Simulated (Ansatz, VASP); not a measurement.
**Ta5Si in VASP and in Ansatz**

```xyz
6
Lattice="3.6216 0.0000 0.0000 -1.8108 3.1364 0.0000 0.0000 0.0000 9.3867" Properties=species:S:1:pos:R:3 pbc="T T T"
Ta    0.0000    2.0909    1.7480
Ta    0.0000    2.0909    7.6387
Ta    1.8108    1.0455    7.6387
Ta    1.8108    1.0455    1.7480
Ta    0.0000    0.0000    4.6933
Si    0.0000    0.0000    0.0000
```

Alike in both runs: task single point; functional PBE; k mesh 6 × 6 × 2; occupations gaussian, width 0.1 eV; no spin polarisation.

```csv
,VASP,Ansatz
version,VASP 6.6.1,Ansatz 0.2.0
potentials or method,"VASP PAW PBE potentials, release 64 (Ta_pv, Si), cutoff 520 eV","scalar-relativistic, plane waves, PAW"
valence electrons in the cell,59,69
```

VASP gave:

```
gap on the k mesh at the Fermi level (eV) : none
rms of the force components (eV/Å)        : 0.378
```

Problem. Estimate Ansatz's values.

Solution. gap on the k mesh at the Fermi level (eV): none; rms of the force components (eV/Å): 0.375.

Atom by atom the forces differ by 0.003 eV/Å (rms over components). A gap of «none» marks a metal or a gap that the smearing closes. VASP's potentials hold 59 valence electrons a cell and Ansatz's 69, so a difference there can come from the potentials and not from the codes.

Neither program's run includes spin-orbit coupling.
